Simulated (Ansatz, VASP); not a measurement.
## BN: VASP beside Ansatz

```
B N
1.0
    -0.03615    1.78943    1.78943
     1.78943   -0.03615    1.78943
     1.78943    1.78943   -0.03615
B N
1 1
Cartesian
  0.0000 0.0000 0.0000
  2.6570 2.6570 2.6570
```

Change from the starting cell: equal xy, yz and zx shear strains of -2 %.

Alike in both runs: task single point; functional PBEsol; k mesh 13 × 13 × 13; occupations fermi-dirac, width 0.03 eV; no spin polarisation.

|  | VASP | Ansatz |
| --- | --- | --- |
| version | VASP 6.6.1 | Ansatz 0.2.0 |
| potentials or method | VASP PAW PBE potentials, release 64 (B, N), cutoff 520 eV | all-electron LAPW, scalar-relativistic |

```tsv
	VASP	Ansatz	Ansatz less VASP
gap on the k mesh at the Fermi level (eV)	4.27	4.28	+0.009
pressure (GPa)	-1.8	-2.4	-0.58
traceless stress, the component that is largest in VASP (GPa)	9.28	9.21	-0.071
rms of the force components (eV/Å)	0.073	0.068	-0.0045
```

VASP's potentials were made for PBE, not for PBEsol. Atom by atom the forces differ by 0.005 eV/Å (rms over components). Ansatz ran all-electron here, and VASP with PAW potentials.
